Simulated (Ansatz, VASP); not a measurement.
## Two plane-wave programs on AlNi

The input INCAR:

```
  PREC = Accurate
  ENCUT = 520
  EDIFF = 1E-6
  ISMEAR = 0
  SIGMA = 0.15
  LREAL = False
  LASPH = True
  NELM = 60
  ALGO = Fast
  ISIF = 2
  LWAVE = False
  LCHARG = False
  GGA = PS
  NBANDS = 14
```

File KPOINTS:

```
Automatic mesh
0
Gamma
  16 16 16
```

POSCAR

```
AlNi
1.0
    2.0211996424     -2.0211459319      0.0000000000
    2.0211996424      2.0211459319      0.0000000000
    0.0000000000      0.0000000000      2.7159000000
Al Ni
1 1
Direct
    0.0000000000      0.0000000000      0.0000000000
    0.5000000000      0.5000000000      0.5000000000
```

Input for Ansatz:

```yaml
crystal:
  lattice:
    - [2.0211996424, -2.0211459319, 0.0]
    - [2.0211996424, 2.0211459319, 0.0]
    - [0.0, 0.0, 2.7159]
  atoms:
    - { symbol: Al, position: [0.0, 0.0, 0.0] }
    - { symbol: Ni, position: [0.5, 0.5, 0.5] }
basis:
  ecutwfc: 520.0
kpoints:
  mp_grid: { grid: [16, 16, 16] }
hamiltonian:
  xc: pbesol
  pseudopotentials: { kind: paw, azcp: { folder: soft_1 } }
scf:
  occupations: { method: gaussian, width: 0.15 }
output:
  forces: true
  stress: true
  eigenvalues: true
```

Alike in both runs: task single point; functional PBEsol; k mesh 16 × 16 × 16; occupations gaussian, width 0.15 eV; no spin polarisation.

|  | VASP | Ansatz |
| --- | --- | --- |
| version | VASP 6.6.1 | Ansatz 0.2.0 |
| potentials or method | VASP PAW PBE potentials, release 64 (Al, Ni), cutoff 520 eV | scalar-relativistic, plane waves, PAW |
| valence electrons in the cell | 13 | 21 |

Ansatz gave:

- gap on the k mesh at the Fermi level (eV): none
- pressure (GPa): 10.9
- traceless stress, the component that is largest in VASP (GPa): 3.80

Estimate VASP's values.

gap on the k mesh at the Fermi level (eV): none; pressure (GPa): 10.9; traceless stress, the component that is largest in VASP (GPa): 3.89.

VASP's potentials were made for PBE, not for PBEsol, and Ansatz warns of the same on its side. A gap of «none» marks a metal or a gap that the smearing closes. VASP's potentials hold 13 valence electrons a cell and Ansatz's 21, so a difference there can come from the potentials and not from the codes. Ansatz's warnings: near symmetry operations not taken.
